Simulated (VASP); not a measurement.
# Cd2Se (P2_1/c) in VASP: single point with r2SCAN

Aim: the single point of Cd2Se with r2SCAN.

Everything below comes from runs of VASP 6.6.1. Logs are shortened: lines on timing, memory, paths and dates and some standing lists are left out, and cuts for length are marked.

### 1 The cell of the first run

The structure is monoclinic, space group P2_1/c (No. 14). Conventional cell: a = 4.518 Å, b = 7.380 Å, c = 8.856 Å, α = 90.00°, β = 110.62°, γ = 90.00°. Cd (site symmetry 1) has 5 Se at 2.67 to 3.67 Å and 9 Cd at 3.24 to 3.80 Å within 3.9 Å. Cd (site symmetry 1) has 4 Se at 2.67 to 3.19 Å and 7 Cd at 3.24 to 3.43 Å within 3.5 Å. Se (site symmetry 1) has 9 Cd at 2.67 to 3.67 Å within 3.7 Å.

### 2 Single point, r2SCAN

POSCAR reads:

```
Cd2Se
1.0
    4.5178490000      0.0000000000      0.0000000000
    0.0000000000      7.3802210000      0.0000000000
   -1.3988880000      0.0000000000      8.2883300000
Cd Se
8 4
Direct
    0.7580000000      0.0150000000      0.3050000000
    0.7420000000      0.5150000000      0.1950000000
    0.2420000000      0.9850000000      0.6950000000
    0.2580000000      0.4850000000      0.8050000000
    0.2850000000      0.3200000000      0.4350000000
    0.2150000000      0.8200000000      0.0650000000
    0.7150000000      0.6800000000      0.5650000000
    0.7850000000      0.1800000000      0.9350000000
    0.3590000000      0.2390000000      0.1340000000
    0.1410000000      0.7390000000      0.3660000000
    0.6410000000      0.7610000000      0.8660000000
    0.8590000000      0.2610000000      0.6340000000
```

INCAR.step1 reads:

```
SYSTEM = Cd2Se
ALGO = Normal
EDIFF = 1E-4
ENCUT = 520
GGA = PE
ISMEAR = -1
LASPH = .True.
LCHARG = .False.
LREAL = .False.
LUSENCCL = .False.
LWAVE = .True.
NBANDS = 72
NELM = 60
PREC = Accurate
SIGMA = 0.1
```

INCAR.step2 reads:

```
SYSTEM = Cd2Se
ALGO = Normal
EDIFF = 1E-6
ENCUT = 520
ISIF = 2
ISMEAR = -1
ISTART = 1
LASPH = .True.
LCHARG = .True.
LELF = .True.
LMIXTAU = .True.
LREAL = .False.
LUSENCCL = .False.
LVHAR = .True.
LWAVE = .False.
METAGGA = R2SCAN
NBANDS = 72
NELM = 60
PREC = Accurate
SIGMA = 0.1
```

KPOINTS reads:

```
k-points
0
Gamma
  7 5 4
  0 0 0
```

Potentials or basis: VASP PAW PBE potentials, release 64 (Cd, Se).

Command:

```console
> cat potpaw_PBE.64/Cd/POTCAR potpaw_PBE.64/Se/POTCAR > POTCAR
> cp INCAR.step1 INCAR
> mpirun -np 1 vasp_std > vasp.out
> cp INCAR.step2 INCAR
> mpirun -np 1 vasp_std > vasp.out
```

OUTCAR:

```text
SYSTEM = Cd2Se
   EDIFF = 1E-6
   ENCUT = 520
   ISIF = 2
   ISMEAR = -1
   ISTART = 1
   LASPH = .True.
   LREAL = .False.
   METAGGA = R2SCAN
   NELM = 60
   PREC = Accurate

 ion  position               nearest neighbor table
   1  0.758  0.015  0.305-  10 2.67   9 2.68   6 3.24  12 3.28   5 3.33   7 3.33   8 3.36   5 3.41
                             6 3.43   3 3.63
   2  0.742  0.515  0.195-   9 2.67  10 2.68   5 3.24  11 3.28   6 3.33   8 3.33   7 3.36   6 3.41
                             5 3.43   4 3.63
   3  0.242  0.985  0.695-  12 2.67  11 2.68   8 3.24  10 3.28   7 3.33   5 3.33   6 3.36   7 3.41
                             8 3.43   1 3.63
   4  0.258  0.485  0.805-  11 2.67  12 2.68   7 3.24   9 3.28   8 3.33   6 3.33   5 3.36   8 3.41
                             7 3.43   2 3.63
   5  0.285  0.320  0.435-   9 2.67  12 2.79  12 2.88  10 3.19   2 3.24   1 3.33   3 3.33   4 3.36
                             7 3.36   1 3.41   2 3.43
   6  0.215  0.820  0.065-  10 2.67  11 2.79  11 2.88   9 3.19   1 3.24   2 3.33   4 3.33   3 3.36
                             8 3.36   2 3.41   1 3.43
   7  0.715  0.680  0.565-  11 2.67  10 2.79  10 2.88  12 3.19   4 3.24   3 3.33   1 3.33   2 3.36
                             5 3.36   3 3.41   4 3.43
   8  0.785  0.180  0.935-  12 2.67   9 2.79   9 2.88  11 3.19   3 3.24   4 3.33   2 3.33   1 3.36
                             6 3.36   4 3.41   3 3.43
   9  0.359  0.239  0.134-   2 2.67   5 2.67   1 2.68   8 2.79   8 2.88   6 3.19   4 3.28
  10  0.141  0.739  0.366-   1 2.67   6 2.67   2 2.68   7 2.79   7 2.88   5 3.19   3 3.28
  11  0.641  0.761  0.866-   4 2.67   7 2.67   3 2.68   6 2.79   6 2.88   8 3.19   2 3.28
  12  0.859  0.261  0.634-   3 2.67   8 2.67   4 2.68   5 2.79   5 2.88   7 3.19   1 3.28

  LATTYP: Found a simple monoclinic cell.
 ALAT       =     4.5178490000
 B/A-ratio  =     1.6335696479
 C/A-ratio  =     1.8605207579
 COS(beta)  =    -0.1664242902

  Lattice vectors:

 A1 = (   4.5178490000,   0.0000000000,   0.0000000000)
 A2 = (   0.0000000000,   7.3802210000,   0.0000000000)
 A3 = (  -1.3988880000,   0.0000000000,   8.2883300000)

Analysis of symmetry for initial positions (statically):
=====================================================================
 Subroutine PRICEL returns:
 Original cell was already a primitive cell.

 Routine SETGRP: Setting up the symmetry group for a
 simple monoclinic supercell.

 Subroutine GETGRP returns: Found  4 space group operations
 (whereof  2 operations were pure point group operations)
 out of a pool of  4 trial point group operations.

The static configuration has the point symmetry S_2 .
 The point group associated with its full space group is C_2h.

Analysis of symmetry for dynamics (positions and initial velocities):
=====================================================================
 Subroutine PRICEL returns:
 Original cell was already a primitive cell.

 Routine SETGRP: Setting up the symmetry group for a
 simple monoclinic supercell.

 Subroutine GETGRP returns: Found  4 space group operations
 (whereof  2 operations were pure point group operations)
 out of a pool of  4 trial point group operations.

The dynamic configuration has the point symmetry S_2 .
 The point group associated with its full space group is C_2h.

 Subroutine INISYM returns: Found  4 space group operations
 (whereof  2 operations are pure point group operations),
 and found     1 'primitive' translations

----------------------------------------------------------------------------------------

                                     Primitive cell

  volume of cell :     276.3555

  direct lattice vectors                    reciprocal lattice vectors
     4.517849000  0.000000000  0.000000000     0.221344272 -0.000000000  0.037358050
     0.000000000  7.380221000  0.000000000     0.000000000  0.135497297 -0.000000000
    -1.398888000  0.000000000  8.288330000     0.000000000  0.000000000  0.120651567

  length of vectors
     4.517849000  7.380221000  8.405551845     0.224474744  0.135497297  0.120651567

  position of ions in fractional coordinates (direct lattice)
     0.758000000  0.015000000  0.305000000
     0.742000000  0.515000000  0.195000000
     0.242000000  0.985000000  0.695000000
[... 32 lines left out ...]

 Generating k-lattice:

  Cartesian coordinates                     Fractional coordinates (reciprocal lattice)
     0.031620610 -0.000000000  0.005336864     0.142857143  0.000000000 -0.000000000
     0.000000000  0.027099459 -0.000000000     0.000000000  0.200000000  0.000000000
     0.000000000  0.000000000  0.030162892     0.000000000  0.000000000  0.250000000

  Length of vectors
     0.032067821  0.027099459  0.030162892

  Shift w.r.t. Gamma in fractional coordinates (k-lattice)
     0.000000000  0.000000000  0.000000000

 Subroutine IBZKPT returns following result:
 ===========================================

 Found     45 irreducible k-points:

 Following reciprocal coordinates:
            Coordinates               Weight
  0.000000  0.000000  0.000000      1.000000
  0.142857  0.000000  0.000000      2.000000
  0.285714  0.000000  0.000000      2.000000
  0.428571  0.000000  0.000000      2.000000
  0.000000  0.200000  0.000000      2.000000
  0.142857  0.200000  0.000000      4.000000
[... 16 lines left out ...]
  0.428571  0.200000  0.250000      4.000000
 -0.428571  0.200000  0.250000      4.000000
 [... further k-points ...]
   k-points           NKPTS =     45   k-points in BZ     NKDIM =     45   number of bands    NBANDS=     72
   number of dos      NEDOS =    301   number of ions     NIONS =     12
   total plane-waves  NPLWV = 129024
   dimension x,y,z NGX =    36 NGY =   56 NGZ =   64
   dimension x,y,z NGXF=    72 NGYF=  112 NGZF=  128
   ions per type =               8   4
   NGX,Y,Z   is equivalent  to a cutoff of  13.25, 12.61, 12.66 a.u.
   NGXF,Y,Z  is equivalent  to a cutoff of  26.49, 25.23, 25.32 a.u.
 SYSTEM =  Cd2Se
   PREC   = accura    normal or accurate (medium, high low for compatibility)
   ISTART =      1    job   : 0-new  1-cont  2-samecut
   ICHARG =      0    charge: 1-file 2-atom 10-const
   ISPIN  =      1    spin polarized calculation?
   LNONCOLLINEAR =      F non collinear calculations
   LSORBIT =      F    spin-orbit coupling
   LASPH  =      T    aspherical Exc in radial PAW
   ENCUT  =  520.0 eV  38.22 Ry    6.18 a.u.   8.40 13.72 15.63*2*pi/ulx,y,z
   NELM   =     60;   NELMIN=  2; NELMDL=  0     # of ELM steps
   EDIFF  = 0.1E-05   stopping-criterion for ELM
   LREAL  =      F    real-space projection
   EDIFFG = 0.1E-04   stopping-criterion for IOM
   NSW    =      0    number of steps for IOM
   IBRION =     -1    ionic relax: 0-MD 1-quasi-New 2-CG
   NFREE  =      0    steps in history (QN), initial steepest desc. (CG)
   ISIF   =      2    stress and relaxation
   ISYM   =      2    0-nonsym 1-usesym 2-fastsym
   POTIM  = 0.5000    time-step for ionic-motion
   TEBEG  =    0.0;   TEEND  =   0.0 temperature during run
   PSTRESS=    0.0 pullay stress
   NELECT =     120.0000    total number of electrons
   NUPDOWN=      -1.0000    fix difference up-down
   EMIN   =  10.00;   EMAX   =-10.00  energy-range for DOS
   EFERMI =   0.00;   METHOD = LEGACY
   ISMEAR =    -1;   SIGMA  =   0.10  broadening in eV -4-tet -1-fermi 0-gaus
   EFERMI_NEDOS =   21; number of points for ismear=-14 and -15
   IALGO  =     38    algorithm
   IMIX   =      4    mixing-type and parameters
     AMIX     =   0.40;   BMIX     =  1.00
     AMIX_MAG =   1.60;   BMIX_MAG =  1.00
  volume/ion in A,a.u.               =      23.03       155.41
  Fermi-wavevector in a.u.,A,eV,Ry     =   1.239688  2.342671 20.909806  1.536827
  Thomas-Fermi vector in A             =   2.374161
   LORBIT       =      0    0 simple, 1 ext, 2 COOP (PROOUT), +10 PAW based schemes
   METAGGA = R2SCAN    functional components
   LHFCALC =     F    Hartree Fock is set to
   AEXX    =    0.0000 exact exchange contribution
   IVDW    =     0    specifies the selected vdW correction
   LEPSILON=     F    determine dielectric tensor
   LRPA    =     F    only Hartree local field effects (RPA)
 non-spin polarized calculation
  energy-cutoff  :      520.00
  volume of cell :      276.36
 maximum number of plane-waves:      7463
 NGX is ok and might be reduce to    36
   NGX = 17   NGY = 27   NGZ = 31

 number of electron     119.9999983 magnetization

 Free energy of the ion-electron system (eV)
  ---------------------------------------------------
  ext. energy  EPLUGINS =         0.00000000
  ---------------------------------------------------
  free energy    TOTEN  =      -217.74354031 eV

  energy without entropy =     -217.60742272  energy(sigma->0) =     -217.67548152

 E-fermi :   3.5976     XC(G=0): -10.8824

 val. band max:        3.5973145614   @ k =   0.2857   0.2000   0.0000
 cond. band min:       3.6131802470   @ k =   0.1429   0.0000   0.2500
 fundamental gap:      0.0158656856
 Fermi energy:         3.5975507730

 k-point     1 :       0.0000    0.0000    0.0000
  band No.  band energies     occupation
      1     -11.7300      2.00000
      2     -11.3699      2.00000
      3     -11.2716      2.00000
      4     -11.1426      2.00000
      5      -6.4778      2.00000
      6      -6.4739      2.00000
[... 1789 lines left out ...]
     71       7.8825      0.00000
     72       8.1624      0.00000

 [... further k-points ...]

------------------------ aborting loop because EDIFF is reached ----------------------------------------

  FORCE on cell =-STRESS in cart. coord.  units (eV):
  Direction    XX          YY          ZZ          XY          YZ          ZX
  --------------------------------------------------------------------------------------
  -------------------------------------------------------------------------------------
  Total       10.8363177      8.9072798     12.8064570      0.0000000      0.0000000     -1.2149647
  in kB       62.8237995     51.6401585     74.2457271      0.0000000      0.0000000     -7.0437857
  external PRESSURE =      62.9032284 kB  Pullay stress =       0.0000000 kB

 VOLUME and BASIS-vectors are now :
 -----------------------------------------------------------------------------
  energy-cutoff  :      520.00
  volume of cell :      276.36
      direct lattice vectors                 reciprocal lattice vectors
     4.517849000  0.000000000  0.000000000     0.221344272 -0.000000000  0.037358050
     0.000000000  7.380221000  0.000000000     0.000000000  0.135497297 -0.000000000
    -1.398888000  0.000000000  8.288330000     0.000000000  0.000000000  0.120651567

 POSITION                                       TOTAL-FORCE (eV/Angst)
 -----------------------------------------------------------------------------------
      2.99787      0.11070      2.52794         0.002820      0.165299      0.290866
      3.07946      3.80081      1.61622        -0.002820      0.165299     -0.290866
      0.12109      7.26952      5.76039        -0.002820     -0.165299     -0.290866
      0.03950      3.57941      6.67211         0.002820     -0.165299      0.290866
      0.67907      2.36167      3.60542         0.008904      0.244492      0.289029
      0.88041      6.05178      0.53874        -0.008904      0.244492     -0.289029
      2.43989      5.01855      4.68291        -0.008904     -0.244492     -0.289029
      2.23855      1.32844      7.74959         0.008904     -0.244492      0.289029
      1.43446      1.76387      1.11064        -0.609421     -0.015562     -0.764485
      0.12502      5.45398      3.03353         0.609421     -0.015562      0.764485
      1.68450      5.61635      7.17769         0.609421      0.015562      0.764485
      2.99394      1.92624      5.25480        -0.609421      0.015562     -0.764485
 -----------------------------------------------------------------------------------
    total drift:                               -0.000000      0.000000     -0.000000

  FREE ENERGIE OF THE ION-ELECTRON SYSTEM (eV)
  ---------------------------------------------------
  free  energy   TOTEN  =      -217.7435403086 eV

  energy  without entropy=     -217.6074227228  energy(sigma->0) =     -217.67548152
```

It took 8.2 min on 1 × NVIDIA H100 80GB with 1 thread of AMD EPYC 7R13 (Zen 3), shared host; peak memory 1.8 GiB.

Results:

```yaml
Free_energy: -217.7435 eV
Pressure: 6.3 GPa
Largest_force: 0.978 eV/Å
Band_gap_on_the_k_mesh: zero (bands 60 and 61 overlap by 0.97 eV)
```

Forces in eV/Å, atoms in the order of the input:
```
Cd   0.003  0.165  0.291
Cd  -0.003  0.165 -0.291
Cd  -0.003 -0.165 -0.291
Cd   0.003 -0.165  0.291
Cd   0.009  0.244  0.289
Cd  -0.009  0.244 -0.289
Cd  -0.009 -0.244 -0.289
Cd   0.009 -0.244  0.289
Se  -0.609 -0.016 -0.764
Se   0.609 -0.016  0.764
Se   0.609  0.016  0.764
Se  -0.609  0.016 -0.764
```

Stress tensor (GPa, compression positive):
```
 6.28  0.00 -0.70
 0.00  5.16  0.00
-0.70  0.00  7.42
```

Levels at points of the mesh, in eV from the Fermi level:
| k point | band 57 | band 58 | band 59 | band 60 | band 61 | band 62 | band 63 | band 64 |
| --- | --- | --- | --- | --- | --- | --- | --- | --- |
| (0.00, 0.00, 0.00) | -2.93 | -2.20 | -0.71 | -0.27 | 0.39 | 0.78 | 1.78 | 1.92 |
| (0.00, 0.00, 0.50) | -1.36 | -1.36 | -0.53 | -0.53 | 1.14 | 1.14 | 1.41 | 1.41 |

Caveat: the cell stands under pressure; the PAW data sets were made with another functional, which shifts forces and pressure a little.
